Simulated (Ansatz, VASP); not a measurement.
## Two plane-wave programs on Pt

POSCAR

```
Pt
1.0
    2.6849929045      0.0000000000      0.0000000000
   -1.3424964523      2.3252721738      0.0000000000
    0.0000000000      0.0000000000      4.6607759821
Pt
2
Direct
    0.6666666667      0.3333333333      0.7500000000
    0.3333333333      0.6666666667      0.2500000000
```

INCAR.step1

```
ALGO = Normal
EDIFF = 1E-5
ENCUT = 550
GGA = PE
GGA_COMPAT = False
ISMEAR = -1
LASPH = True
LCHARG = False
LREAL = False
LWAVE = True
NBANDS = 25
NELM = 120
PREC = Accurate
SIGMA = 0.1
```

File INCAR.step2:

```
ALGO = Normal
EDIFF = 1E-6
ENCUT = 550
GGA_COMPAT = False
ISIF = 2
ISMEAR = -1
ISTART = 1
LASPH = True
LCHARG = True
LELF = True
LMIXTAU = True
LREAL = False
LVHAR = True
LWAVE = False
METAGGA = R2SCAN
NBANDS = 25
NELM = 120
PREC = Accurate
SIGMA = 0.1
```

The input KPOINTS:

```
k-points
0
Gamma
  10 10 5
```

Input for Ansatz:

```yaml
crystal:
  lattice:
    - [2.6849929045223044, 0.0, 0.0]
    - [-1.3424964522611522, 2.3252721738458244, 0.0]
    - [0.0, 0.0, 4.6607759821434716]
  atoms:
    - { symbol: Pt, position: [0.6666666666666666, 0.3333333333333333, 0.75] }
    - { symbol: Pt, position: [0.3333333333333333, 0.6666666666666666, 0.25] }
basis:
  ecutwfc: 761.918814887664
  xc_grid: 3
kpoints:
  mp_grid:
    grid: [10, 10, 5]
hamiltonian:
  xc: r2scan
scf:
  convergence:
    dr2_threshold: 1.0e-05
  mixing:
    algorithm: broyden
    beta: 0.4
    ndim: 12
  occupations:
    method: fermi_dirac
    width: 0.1
output:
  stress: true
```

Alike in both runs: task single point; functional r2SCAN; k mesh 10 × 10 × 5; occupations fermi-dirac, width 0.1 eV; no spin polarisation.

```csv
,VASP,Ansatz
version,VASP 6.6.1,Ansatz 0.2.0
potentials or method,"VASP PAW PBE potentials, release 64 (Pt_sv_GW), cutoff 550 eV","plane waves, PAW"
valence electrons in the cell,36,36
```

```tsv
	VASP	Ansatz	Ansatz less VASP
pressure (GPa)	15.9	18.1	+2.22
traceless stress, the component that is largest in VASP (GPa)	-1.99	-2.00	-0.012
```

VASP's potentials were made for PBE, not for r2SCAN. Ansatz's warnings: stress scf threshold loose.

Neither program's run includes spin-orbit coupling.
